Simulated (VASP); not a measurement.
# BN (R3m) in VASP: a series of runs, part 2 of 2

VASP 6.6.1.

## Step 3: Single point, PBE (volume changed by +5%)

File INCAR:

```
  PREC = Accurate
  ENCUT = 600
  EDIFF = 1E-6
  ISMEAR = 0
  SIGMA = 0.01
  LREAL = False
  LASPH = True
  NELM = 120
  ALGO = Normal
  ISIF = 2
  LWAVE = False
  LCHARG = True
  GGA = PE
  LELF = True
  LVHAR = True
  NBANDS = 11
  GGA_COMPAT = False
```

File KPOINTS:

```
regular mesh
0
Gamma
  6 6 6
```

File POSCAR:

```
BN
1.0
    1.2708124792      0.7337039269      3.4926853801
   -1.2708124792      0.7337039269      3.4926853801
    0.0000000000     -1.4674078539      3.4926853801
B N
1 1
Direct
    0.9996208157      0.9996208157      0.9996208157
    0.3328121843      0.3328121843      0.3328121843
```

Potentials or basis: VASP PAW PBE potentials, release 64 (B, N).

Command:

```console
> cat potpaw_PBE.64/B/POTCAR potpaw_PBE.64/N/POTCAR > POTCAR
> mpirun -np 1 vasp_std > vasp.out
```

OUTCAR:

```text
PREC = Accurate
   ENCUT = 600
   EDIFF = 1E-6
   ISMEAR = 0
   LREAL = False
   LASPH = True
   NELM = 120
   ISIF = 2
   GGA = PE

 ion  position               nearest neighbor table
   1  1.000  1.000  1.000-   2 1.47   2 1.47   2 1.47
   2  0.333  0.333  0.333-   1 1.47   1 1.47   1 1.47

  LATTYP: Found a trigonal (rhomboedric) cell.
 ALAT       =     3.7884214356
 COS(alpha) =     0.7749513734

  Lattice vectors:

 A1 = (   1.2708124792,   0.7337039269,   3.4926853801)
 A2 = (  -1.2708124792,   0.7337039269,   3.4926853801)
 A3 = (   0.0000000000,  -1.4674078539,   3.4926853801)

Analysis of symmetry for initial positions (statically):
=====================================================================
 Subroutine PRICEL returns:
 Original cell was already a primitive cell.

 Routine SETGRP: Setting up the symmetry group for a
 trigonal (rhombohedral) supercell.

 Subroutine GETGRP returns: Found  6 space group operations
 (whereof  6 operations were pure point group operations)
 out of a pool of 12 trial point group operations.

The static configuration has the point symmetry C_3v.

[... 163 lines left out ...]
 cond. band min:       5.9323292039   @ k =   0.5000   0.5000   0.0000
 fundamental gap:      4.2523102128
 Fermi energy:         1.7484336568

 k-point     1 :       0.0000    0.0000    0.0000
  band No.  band energies     occupation
      1     -15.8006      2.00000
      2      -2.4304      2.00000
      3       0.3282      2.00000
      4       0.3282      2.00000
      5       6.6573      0.00000
      6      12.9575      0.00000
      7      12.9575      0.00000
      8      14.2120      0.00000
      9      15.4538      0.00000
     10      26.7629      0.00000
     11      28.2647      0.00000
[... 309 lines left out ...]
 k-point    24 :      -0.3333    0.5000    0.1667
  band No.  band energies     occupation
      1     -12.7901      2.00000
      2      -6.1800      2.00000
      3      -3.5425      2.00000
      4       0.2681      2.00000
      5       6.9109      0.00000
      6      13.2150      0.00000
      7      15.1867      0.00000
      8      17.2101      0.00000
      9      20.2901      0.00000
     10      21.7325      0.00000
     11      23.5650      0.00000

 [... further k-points ...]
[... 5 lines left out ...]
  --------------------------------------------------------------------------------------
  -------------------------------------------------------------------------------------
  Total       -1.3815612     -1.3815612      0.1542141      0.0000000     -0.0000000      0.0000000
  in kB     -113.2837633   -113.2837633     12.6450775      0.0000000     -0.0000000      0.0000000
  external PRESSURE =     -71.3074831 kB  Pullay stress =       0.0000000 kB

 VOLUME and BASIS-vectors are now :
 -----------------------------------------------------------------------------
  energy-cutoff  :      600.00
  volume of cell :       19.54
      direct lattice vectors                 reciprocal lattice vectors
     1.270812479  0.733703927  3.492685380     0.393449079  0.227157932  0.095437549
    -1.270812479  0.733703927  3.492685380    -0.393449079  0.227157932  0.095437549
     0.000000000 -1.467407854  3.492685380     0.000000000 -0.454315864  0.095437549

 POSITION                                       TOTAL-FORCE (eV/Angst)
 -----------------------------------------------------------------------------------
      0.00000     -0.00000     10.47408         0.000000     -0.000000      0.001606
      0.00000     -0.00000      3.48722         0.000000      0.000000     -0.001606
 -----------------------------------------------------------------------------------
    total drift:                                0.000000      0.000000      0.000066

  FREE ENERGIE OF THE ION-ELECTRON SYSTEM (eV)
  ---------------------------------------------------
  free  energy   TOTEN  =       -17.5785476289 eV

  energy  without entropy=      -17.5785476289  energy(sigma->0) =      -17.57854763
```

stdout:

```text
POSCAR found type information on POSCAR B N
 POSCAR found :  2 types and       2 ions
 scaLAPACK will be used
 LDA part: xc-table for (Slater+PW92), standard interpolation
 POSCAR, INCAR and KPOINTS ok, starting setup
 FFT: planning ... GRIDC
 FFT: planning ... GRID_SOFT
 FFT: planning ... GRID
 WAVECAR not read
 entering main loop
```

It took 11 s on 1 thread of AMD EPYC 9R14 (Zen 4), shared host; peak memory 0.13 GiB.

Results:

| Quantity | Value |
| --- | --- |
| Free energy | -17.5785 eV |
| Pressure | -7.1 GPa |
| Band gap on the k mesh | 4.25 eV, indirect (least direct gap 4.57 eV) |

Levels at points of the mesh, in eV from the valence-band top:
| k point | band 1 | band 2 | band 3 | band 4 | band 5 | band 6 | band 7 | band 8 | band 9 |
| --- | --- | --- | --- | --- | --- | --- | --- | --- | --- |
| (0.00, 0.00, 0.00) | -17.48 | -4.11 | -1.35 | -1.35 | 4.98 | 11.28 | 11.28 | 12.53 | 13.77 |
| (0.50, 0.00, 0.00) | -14.45 | -8.74 | -4.02 | -0.61 | 5.12 | 9.41 | 12.70 | 14.51 | 19.27 |
| (0.50, 0.50, 0.00) | -14.40 | -8.64 | -4.06 | -1.08 | 4.25 | 9.43 | 13.78 | 16.80 | 19.33 |
| (0.50, 0.50, 0.50) | -17.28 | -5.78 | -1.36 | -1.36 | 9.58 | 11.22 | 11.22 | 11.28 | 15.46 |

Caveat: the k points lie up to 0.49 Å⁻¹ apart. A k mesh can miss the band edges.

## Step 4: Single point, PBE (volume changed by +10%)

File INCAR:

```
SYSTEM = BN
  PREC = Accurate
  ENCUT = 600
  EDIFF = 1E-6
  ISMEAR = 0
  SIGMA = 0.01
  LREAL = .False.
  LASPH = .True.
  NELM = 120
  ALGO = Normal
  ISIF = 2
  LWAVE = .False.
  LCHARG = .False.
  GGA = PE
  NBANDS = 11
  GGA_COMPAT = .False.
```

File KPOINTS:

```
regular mesh
0
Gamma
  6 6 6
  0 0 0
```

File POSCAR:

```
BN
1.0
    1.2906721319      0.7451699028      3.5472674053
   -1.2906721319      0.7451699028      3.5472674053
    0.0000000000     -1.4903398056      3.5472674053
B N
1 1
Direct
    0.9996208157      0.9996208157      0.9996208157
    0.3328121843      0.3328121843      0.3328121843
```

Command:

```console
> cat potpaw_PBE.64/B/POTCAR potpaw_PBE.64/N/POTCAR > POTCAR
> mpirun -np 1 vasp_std > vasp.out
```

Wall time 9.8 s (1 thread of AMD EPYC 9R14 (Zen 4), shared host); peak memory 0.13 GiB.

The run converged. Its results:

```
Free energy            : -17.5128 eV
Pressure               : -15.8 GPa
Band gap on the k mesh : 4.19 eV, indirect (least direct gap 4.45 eV)
```

Stress tensor (GPa, compression positive):
```
-24.16   0.00   0.00
  0.00 -24.16   0.00
  0.00   0.00   0.96
```

Levels at points of the mesh, in eV from the valence-band top:
| k point | band 1 | band 2 | band 3 | band 4 | band 5 | band 6 | band 7 | band 8 | band 9 |
| --- | --- | --- | --- | --- | --- | --- | --- | --- | --- |
| (0.00, 0.00, 0.00) | -17.20 | -3.94 | -1.40 | -1.40 | 4.88 | 10.90 | 10.90 | 11.99 | 12.95 |
| (0.50, 0.00, 0.00) | -14.32 | -8.56 | -3.95 | -0.59 | 5.00 | 8.94 | 12.42 | 14.20 | 18.77 |
| (0.50, 0.50, 0.00) | -14.27 | -8.47 | -3.99 | -1.03 | 4.19 | 8.96 | 13.45 | 16.33 | 18.68 |
| (0.50, 0.50, 0.50) | -17.03 | -5.51 | -1.41 | -1.41 | 9.28 | 10.47 | 10.85 | 10.85 | 14.92 |

Caveat: the k points lie up to 0.48 Å⁻¹ apart.

## Step 5: Overview

```tsv
cell	gap on the mesh (eV)	pressure (GPa)
a = 3.727 Å, angles 39.2°, 2 atoms	4.32	3.7
a = 3.788 Å, angles 39.2°, 2 atoms	4.25	-7.1
a = 3.848 Å, angles 39.2°, 2 atoms	4.19	-15.8
```

Alike in all rows: task single point; level PBE; potentials or basis VASP PAW PBE potentials, release 64 (B, N); no spin polarisation; k mesh 6 × 6 × 6; cutoff (eV) 600; smearing gaussian 0.01 eV.

Caveats: all runs use coarse meshes.

Total energies depend on the potentials used, so only differences within one code and one set of settings carry meaning.
